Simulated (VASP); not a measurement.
Crystal: CdO (Monteponite).

```
Cd O
1.0
     0.00000    2.35300    2.35300
     2.35300    0.00000    2.35300
     2.35300    2.35300    0.00000
Cd O
1 1
Direct
  0.00000 0.00000 0.00000
  0.50000 0.50000 0.50000
```

Base run:

- Program: VASP 6.6.1
- Functional: r2SCAN
- Potentials or basis: VASP PAW PBE potentials, release 64 (Cd, O)
- Cutoff: 660 eV
- k mesh: 6 × 6 × 6
- Occupations: fermi-dirac, width 0.02 eV
- Spin: no spin polarisation

Its results: band gap on the k mesh 0.07 eV, indirect (least direct gap 1.40 eV); pressure 1.6 GPa.

**Question.** The run is repeated on the same cell with these changes: k mesh from 6 × 6 × 6 to 3 × 3 × 3. What comes out?

**Answer.** Band gap on the k mesh 0.31 eV, indirect (least direct gap 1.32 eV); pressure 1.7 GPa.

Caveats: some runs use coarse meshes; the PAW data sets were made with another functional, which shifts forces and pressure a little.

A k mesh can miss the band edges.
